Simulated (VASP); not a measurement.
# Al27Ru in VASP: further runs

Runs on Al27Ru. Level: PBE. Tasks: single point.

All numbers are computed with VASP 6.6.1; they aren't measurements. Logs are shortened: lines on timing, memory, paths and dates and some standing lists are left out, and cuts for length are marked.

**1. The cell of the first run**

The cell holds a slab with vacuum, 28 atoms: a = 8.591 Å, b = 8.591 Å, c = 17.677 Å, α = 90.00°, β = 90.00°, γ = 60.00°.

**2. Single point, PBE**

Input file INCAR:

```
PREC = Accurate
ENCUT = 520
EDIFF = 1E-6
ISMEAR = -1
SIGMA = 0.1
LREAL = Auto
LASPH = True
NELM = 80
ALGO = Normal
ISIF = 2
LWAVE = False
LCHARG = False
GGA = PE
NBANDS = 68
```

Input file KPOINTS:

```
regular mesh
0
Gamma
  2 2 1
```

Input file POSCAR:

```
Al27Ru
1.0
    8.5913470000      0.0000000000      0.0000000000
    4.2956740000      7.4403250000      0.0000000000
    0.0000000000      0.0000000000     17.6765370000
Al Ru
27 1
Direct
    0.1111110703      0.1111111410      0.0565722234
    0.4444443648      0.1111111410      0.0565722234
    0.7777777758      0.1111111410      0.0565722234
    0.1111110539      0.4444444295      0.0565722234
    0.4444443484      0.4444444295      0.0565722234
    0.7777777594      0.4444444295      0.0565722234
    0.1111110867      0.7777778524      0.0565722234
    0.4444443812      0.7777778524      0.0565722234
    0.7777777922      0.7777778524      0.0565722234
   -0.1125472405      0.2207808127      0.1878212344
    0.2157281095      0.2198791047      0.1930950050
    0.5499448281      0.2194815415      0.1908861447
   -0.1134338544      0.5490413389      0.1930948353
    0.2178868411      0.5511993092      0.1889583350
    0.5526767085      0.5601045653      0.1878925719
   -0.1138415723      0.8832498580      0.1908640250
    0.2268224974      0.8859713789      0.1878768449
    0.5566602839      0.8899784620      0.1905647017
    0.0342891010     -0.0376857194      0.3182013536
    0.3512927112     -0.0011869105      0.3243981556
    0.6842867944      0.0176316223      0.3407540176
   -0.0116064460      0.3217355425      0.3362483839
    0.3191006534      0.3355216338      0.3230818344
    0.6290192567      0.3676473810      0.3182618292
    0.0022102122      0.6524071193      0.3230805333
    0.3322118732      0.6655436422      0.3200187910
    0.6654860986      0.6846553074      0.3243904618
    0.8412363956      0.1744078384      0.4047476041
```

Potentials or basis: VASP PAW PBE potentials, release 64 (Al, Ru_pv).

On the command line:

```sh
$ cat potpaw_PBE.64/Al/POTCAR potpaw_PBE.64/Ru_pv/POTCAR > POTCAR
$ mpirun -np 1 vasp_std > vasp.out
```

OUTCAR:

```text
PREC = Accurate
   ENCUT = 520
   EDIFF = 1E-6
   ISMEAR = -1
   LREAL = Auto
   LASPH = True
   NELM = 80
   ISIF = 2
   GGA = PE

 ion  position               nearest neighbor table
   1  0.111  0.111  0.057-  10 2.86  17 2.86   2 2.86   3 2.86   4 2.86   6 2.86   8 2.86   7 2.86
                            11 2.89
   2  0.444  0.111  0.057-  12 2.86   1 2.86   5 2.86   4 2.86   8 2.86   9 2.86   3 2.86  18 2.88
                            11 2.95
   3  0.778  0.111  0.057-  10 2.84   1 2.86   6 2.86   7 2.86   9 2.86   5 2.86   2 2.86  16 2.92
                            12 2.92
   4  0.111  0.444  0.057-  14 2.83   6 2.86   5 2.86   1 2.86   2 2.86   9 2.86   7 2.86  13 2.94
                            11 2.94
   5  0.444  0.444  0.057-  15 2.86   4 2.86   2 2.86   7 2.86   3 2.86   6 2.86   8 2.86  14 2.88
                            12 2.91
   6  0.778  0.444  0.057-  10 2.86  15 2.86   4 2.86   3 2.86   1 2.86   8 2.86   5 2.86   9 2.86
                            13 2.89
   7  0.111  0.778  0.057-  17 2.86   9 2.86   8 2.86   3 2.86   1 2.86   5 2.86   4 2.86  14 2.88
                            16 2.91
   8  0.444  0.778  0.057-  17 2.83  15 2.83   7 2.86   1 2.86   2 2.86   6 2.86   9 2.86   5 2.86
                            18 2.90
   9  0.778  0.778  0.057-  16 2.86   7 2.86   3 2.86   4 2.86   2 2.86   8 2.86   6 2.86  18 2.88
[... 22 lines left out ...]
                            17 2.99
  21  0.684  0.018  0.341-  28 2.59  19 2.83  24 2.83  27 2.96  20 2.96  23 2.97  25 2.97  12 3.06
                            16 3.06  18 3.26
  22  0.988  0.322  0.336-  28 2.50  25 2.91  23 2.91  24 2.93  19 2.93  20 2.97  27 2.97  10 3.02
                            13 3.05  11 3.05
  23  0.319  0.336  0.323-  25 2.72  20 2.76  24 2.81  11 2.82  14 2.86  26 2.89  12 2.90  22 2.91
                            21 2.97
  24  0.629  0.368  0.318-  28 2.32  26 2.55  15 2.72  23 2.81  21 2.83  12 2.83  27 2.89  22 2.93
                            10 3.01
  25  0.002  0.652  0.323-  23 2.72  27 2.76  19 2.81  13 2.82  14 2.86  26 2.89  16 2.90  22 2.91
                            21 2.97
  26  0.332  0.666  0.320-  19 2.55  24 2.55  15 2.85  17 2.85  14 2.87  25 2.89  23 2.89  20 2.95
                            27 2.95
  27  0.665  0.685  0.324-  20 2.70  25 2.76  18 2.82  13 2.85  24 2.89  26 2.95  21 2.96  22 2.97
                            15 2.99
  28  0.841  0.174  0.405-  19 2.32  24 2.32  22 2.50  21 2.59

  LATTYP: Found a hexagonal cell.
 ALAT       =     8.5913474624
 C/A-ratio  =     2.0574813296

  Lattice vectors:

 A1 = (  -4.2956740000,  -7.4403250000,   0.0000000000)
 A2 = (   8.5913470000,   0.0000000000,   0.0000000000)
 A3 = (   0.0000000000,   0.0000000000,  17.6765370000)

Analysis of symmetry for initial positions (statically):
=====================================================================
 Subroutine PRICEL returns:
 Original cell was already a primitive cell.

 Routine SETGRP: Setting up the symmetry group for a
 hexagonal supercell.

 Subroutine GETGRP returns: Found  1 space group operations
 (whereof  1 operations were pure point group operations)
 out of a pool of 24 trial point group operations.

The static configuration has the point symmetry C_1 .

Analysis of symmetry for dynamics (positions and initial velocities):
=====================================================================
 Subroutine PRICEL returns:
 Original cell was already a primitive cell.

 Routine SETGRP: Setting up the symmetry group for a
 hexagonal supercell.

 Subroutine GETGRP returns: Found  1 space group operations
 (whereof  1 operations were pure point group operations)
 out of a pool of 24 trial point group operations.

The dynamic configuration has the point symmetry C_1 .

 Subroutine INISYM returns: Found  1 space group operations
 (whereof  1 operations are pure point group operations),
 and found     1 'primitive' translations

----------------------------------------------------------------------------------------

                                     Primitive cell

  volume of cell :    1129.9269

  direct lattice vectors                    reciprocal lattice vectors
     8.591347000  0.000000000  0.000000000     0.116396183 -0.067201373  0.000000000
     4.295674000  7.440325000  0.000000000     0.000000000  0.134402731  0.000000000
     0.000000000  0.000000000 17.676537000     0.000000000  0.000000000  0.056572167

  length of vectors
     8.591347000  8.591347462 17.676537000     0.134402738  0.134402731  0.056572167

  position of ions in fractional coordinates (direct lattice)
     0.111111070  0.111111141  0.056572223
     0.444444365  0.111111141  0.056572223
     0.777777776  0.111111141  0.056572223
     0.111111054  0.444444430  0.056572223
     0.444444348  0.444444430  0.056572223
     0.777777759  0.444444430  0.056572223
[... 20 lines left out ...]
     0.665486099  0.684655307  0.324390462
     0.841236396  0.174407838  0.404747604

  ion indices of the primitive-cell ions
   primitive index   ion index
                 1           1
                 2           2
                 3           3
                 4           4
                 5           5
                 6           6
[... 20 lines left out ...]
                27          27
                28          28

----------------------------------------------------------------------------------------

 KPOINTS: regular mesh

Automatic generation of k-mesh.
 Grid dimensions read from file:
 generate k-points for:    2    2    1

 Generating k-lattice:

  Cartesian coordinates                     Fractional coordinates (reciprocal lattice)
     0.058198092 -0.033600687  0.000000000     0.500000000  0.000000000  0.000000000
     0.000000000  0.067201366  0.000000000     0.000000000  0.500000000  0.000000000
     0.000000000  0.000000000  0.056572167     0.000000000  0.000000000  1.000000000

  Length of vectors
     0.067201369  0.067201366  0.056572167

  Shift w.r.t. Gamma in fractional coordinates (k-lattice)
     0.000000000  0.000000000  0.000000000

 Subroutine IBZKPT returns following result:
 ===========================================

 Found      4 irreducible k-points:

 Following reciprocal coordinates:
            Coordinates               Weight
  0.000000  0.000000  0.000000      1.000000
  0.500000  0.000000  0.000000      1.000000
  0.500000  0.500000  0.000000      1.000000
  0.000000  0.500000  0.000000      1.000000
   k-points           NKPTS =      4   k-points in BZ     NKDIM =      4   number of bands    NBANDS=     68
   number of dos      NEDOS =    301   number of ions     NIONS =     28
   total plane-waves  NPLWV = 573440
   dimension x,y,z NGX =    64 NGY =   64 NGZ =  140
   dimension x,y,z NGXF=   128 NGYF=  128 NGZF=  280
   ions per type =              27   1
   NGX,Y,Z   is equivalent  to a cutoff of  12.38, 12.38, 13.17 a.u.
   NGXF,Y,Z  is equivalent  to a cutoff of  24.77, 24.77, 26.33 a.u.
 SYSTEM =  unknown system
   PREC   = accura    normal or accurate (medium, high low for compatibility)
   ISTART =      0    job   : 0-new  1-cont  2-samecut
   ICHARG =      2    charge: 1-file 2-atom 10-const
   ISPIN  =      1    spin polarized calculation?
   LNONCOLLINEAR =      F non collinear calculations
   LSORBIT =      F    spin-orbit coupling
   LASPH  =      T    aspherical Exc in radial PAW
   ENCUT  =  520.0 eV  38.22 Ry    6.18 a.u.  15.97 15.97 32.87*2*pi/ulx,y,z
   NELM   =     80;   NELMIN=  2; NELMDL= -5     # of ELM steps
   EDIFF  = 0.1E-05   stopping-criterion for ELM
   LREAL  =      T    real-space projection
   EDIFFG = 0.1E-04   stopping-criterion for IOM
   NSW    =      0    number of steps for IOM
   IBRION =     -1    ionic relax: 0-MD 1-quasi-New 2-CG
   NFREE  =      0    steps in history (QN), initial steepest desc. (CG)
   ISIF   =      2    stress and relaxation
   ISYM   =      2    0-nonsym 1-usesym 2-fastsym
   POTIM  = 0.5000    time-step for ionic-motion
   TEBEG  =    0.0;   TEEND  =   0.0 temperature during run
   PSTRESS=    0.0 pullay stress
   NELECT =      95.0000    total number of electrons
   NUPDOWN=      -1.0000    fix difference up-down
   EMIN   =  10.00;   EMAX   =-10.00  energy-range for DOS
   EFERMI =   0.00;   METHOD = LEGACY
   ISMEAR =    -1;   SIGMA  =   0.10  broadening in eV -4-tet -1-fermi 0-gaus
   EFERMI_NEDOS =   21; number of points for ismear=-14 and -15
   IALGO  =     38    algorithm
   IMIX   =      4    mixing-type and parameters
     AMIX     =   0.40;   BMIX     =  1.00
     AMIX_MAG =   1.60;   BMIX_MAG =  1.00
  volume/ion in A,a.u.               =      40.35       272.33
  Fermi-wavevector in a.u.,A,eV,Ry     =   0.717187  1.355287  6.998260  0.514358
  Thomas-Fermi vector in A             =   1.805802
   LORBIT       =      0    0 simple, 1 ext, 2 COOP (PROOUT), +10 PAW based schemes
   GGA     = PE    functional components
   LHFCALC =     F    Hartree Fock is set to
   AEXX    =    0.0000 exact exchange contribution
   IVDW    =     0    specifies the selected vdW correction
   LEPSILON=     F    determine dielectric tensor
   LRPA    =     F    only Hartree local field effects (RPA)
 non-spin polarized calculation
  energy-cutoff  :      520.00
  volume of cell :     1129.93
 maximum number of plane-waves:     30408
 NGX is ok and might be reduce to    64
   NGX = 31   NGY = 31   NGZ = 65

 number of electron      95.0000000 magnetization

 Free energy of the ion-electron system (eV)
  ---------------------------------------------------
  ext. energy  EPLUGINS =         0.00000000
  ---------------------------------------------------
  free energy    TOTEN  =      -103.37015610 eV

  energy without entropy =     -102.81931778  energy(sigma->0) =     -103.09473694

 E-fermi :   0.9495     XC(G=0):  -5.2467

 val. band max:        0.9003325185   @ k =   0.5000   0.5000   0.0000
 cond. band min:       1.0058061374   @ k =   0.5000   0.5000   0.0000
 fundamental gap:      0.1054736189
 Fermi energy:         0.9494877010

 k-point     1 :       0.0000    0.0000    0.0000
  band No.  band energies     occupation
      1     -40.7505      2.00000
      2     -40.5981      2.00000
      3     -40.5820      2.00000
      4      -9.4020      2.00000
      5      -7.7485      2.00000
      6      -6.8446      2.00000
[... 237 lines left out ...]
     58       2.7530      0.00000
     59       2.7680      0.00000
 [bands above 59 left out]

------------------------ aborting loop because EDIFF is reached ----------------------------------------

  FORCE on cell =-STRESS in cart. coord.  units (eV):
  Direction    XX          YY          ZZ          XY          YZ          ZX
  --------------------------------------------------------------------------------------
  -------------------------------------------------------------------------------------
  Total      -11.3136114     -7.7884797     -0.0016754     -3.0491994     -0.0053608     -0.0110401
  in kB      -16.0421099    -11.0436573     -0.0023756     -4.3236055     -0.0076014     -0.0156543
  external PRESSURE =      -9.0293809 kB  Pullay stress =       0.0000000 kB

 VOLUME and BASIS-vectors are now :
 -----------------------------------------------------------------------------
  energy-cutoff  :      520.00
  volume of cell :     1129.93
      direct lattice vectors                 reciprocal lattice vectors
     8.591347000  0.000000000  0.000000000     0.116396183 -0.067201373  0.000000000
     4.295674000  7.440325000  0.000000000     0.000000000  0.134402731  0.000000000
     0.000000000  0.000000000 17.676537000     0.000000000  0.000000000  0.056572167

 POSITION                                       TOTAL-FORCE (eV/Angst)
 -----------------------------------------------------------------------------------
      1.43189      0.82670      1.00000         0.105994     -0.004716     -0.044829
      4.29567      0.82670      1.00000         0.014728     -0.036874      0.044073
      7.15946      0.82670      1.00000        -0.068389     -0.039860     -0.023461
      2.86378      3.30681      1.00000        -0.035637     -0.018790      0.119440
      5.72756      3.30681      1.00000        -0.060061     -0.014657      0.018885
      8.59135      3.30681      1.00000         0.049295      0.092026     -0.048861
[... 20 lines left out ...]
      8.65848      5.09406      5.73410        -0.001569     -0.002541      0.000236
      7.97655      1.29765      7.15454        -0.004748     -0.001764      0.025773
 -----------------------------------------------------------------------------------
    total drift:                                0.000060      0.007711     -0.003537

  FREE ENERGIE OF THE ION-ELECTRON SYSTEM (eV)
  ---------------------------------------------------
  free  energy   TOTEN  =      -103.3701561035 eV

  energy  without entropy=     -102.8193177829  energy(sigma->0) =     -103.09473694
```

Wall time 13 min (1 thread of Intel Xeon 6975P-C, shared host); peak memory 1.1 GiB.

Results:

* Free energy: -103.3702 eV
* Largest force: 0.128 eV/Å

Forces on the atoms (eV/Å):
```
Al   0.106 -0.005 -0.045
Al   0.015 -0.037  0.044
Al  -0.068 -0.040 -0.023
Al  -0.036 -0.019  0.119
Al  -0.060 -0.015  0.019
Al   0.049  0.092 -0.049
Al  -0.044 -0.046  0.020
Al   0.060  0.036 -0.107
Al  -0.021  0.031  0.041
Al  -0.003 -0.001 -0.001
Al  -0.002  0.003 -0.002
Al   0.000  0.003 -0.011
Al   0.004 -0.004 -0.002
Al  -0.005 -0.001 -0.011
Al   0.006  0.000 -0.003
Al   0.002 -0.003 -0.012
Al   0.003  0.005 -0.002
Al  -0.001 -0.001 -0.002
Al   0.001 -0.004 -0.004
Al  -0.005  0.002  0.001
Al   0.002  0.002 -0.001
Al   0.006  0.005 -0.004
Al   0.000  0.000  0.002
Al  -0.004  0.001 -0.004
Al  -0.001 -0.002  0.001
Al   0.002  0.001  0.009
Al  -0.002 -0.003  0.000
Ru  -0.005 -0.002  0.026
```

Caveat: the k points lie up to 0.42 Å⁻¹ apart.

(Part 1 of 2 ends here.)
